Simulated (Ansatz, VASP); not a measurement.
## One calculation of AlBN, two programs

The input POSCAR:

```
AlBN
1.0
    2.6456200000      0.0000000000      0.0000000000
    0.0000000000      2.6456200000      0.0000000000
    0.0000000000      0.0000000000      5.4026400000
Al B N
1 1 1
Direct
    0.5000000000      0.5000000000      0.0000000000
    0.5000000000      0.5000000000      0.5000000000
    0.0000000000      0.0000000000      0.0000000000
```

The input INCAR.step1:

```
SYSTEM = AlBN
PREC = Accurate ; ENCUT = 520
EDIFF = 1E-5 ; ISMEAR = -1
SIGMA = 0.05 ; LREAL = .False.
LASPH = .True. ; NELM = 80
ALGO = Normal ; ISIF = 2
LWAVE = .True. ; LCHARG = .False.
NBANDS = 12 ; GGA = PE
```

The input INCAR.step2:

```
SYSTEM = AlBN
PREC = Accurate ; ENCUT = 520
EDIFF = 1E-6 ; ISMEAR = -1
SIGMA = 0.05 ; LREAL = .False.
LASPH = .True. ; NELM = 80
ALGO = Normal ; ISIF = 2
LWAVE = .False. ; LCHARG = .False.
GGA = PE ; LHFCALC = .True.
AEXX = 0.15 ; HFSCREEN = 0.2
PRECFOCK = Normal ; NBANDS = 12
ISTART = 1
```

File KPOINTS:

```
Automatic mesh
0
Gamma
  5 5 3
  0 0 0
```

File input:

```
crystal:
  lattice:
    - [2.64562, 0.0, 0.0]
    - [0.0, 2.64562, 0.0]
    - [0.0, 0.0, 5.40264]
  atoms:
    - { symbol: Al, position: [0.5, 0.5, 0.0] }
    - { symbol: B, position: [0.5, 0.5, 0.5] }
    - { symbol: "N", position: [0.0, 0.0, 0.0] }
hamiltonian:
  xc: { exchange: pbe, correlation: pbe, exx: { coeff: 0.15, omega: 0.2 } }
  pseudopotentials: { kind: paw }
kpoints:
  mp_grid: { grid: [5, 5, 3] }
scf:
  occupations: { method: fermi_dirac, width: 0.05 }
output:
  forces: true
  stress: true
  eigenvalues: true
```

Alike in both runs: task single point; functional PBE-based screened hybrid; k mesh 5 × 5 × 3; occupations fermi-dirac, width 0.05 eV; no spin polarisation.

|  | VASP | Ansatz |
| --- | --- | --- |
| version | VASP 6.6.1 | Ansatz 0.2.0 |
| potentials or method | VASP PAW PBE potentials, release 64 (Al, B, N) | Ansatz PAW |
| plane-wave cutoff (eV) | 520 | 420 |
| valence electrons in the cell | 11 | 11 |

Ansatz gave:

```
gap on the k mesh at the Fermi level (eV)                     : none
pressure (GPa)                                                : -1.6
traceless stress, the component that is largest in VASP (GPa) : 3.46
```

Q: What did VASP give for the same quantities?

A: gap on the k mesh at the Fermi level (eV): none; pressure (GPa): -1.7; traceless stress, the component that is largest in VASP (GPa): 3.40.

VASP's potentials were made for PBE, not for PBE-based screened hybrid. A gap of «none» marks a metal or a gap that the smearing closes.

The k mesh is coarse, so the values compare programs but aren't converged.
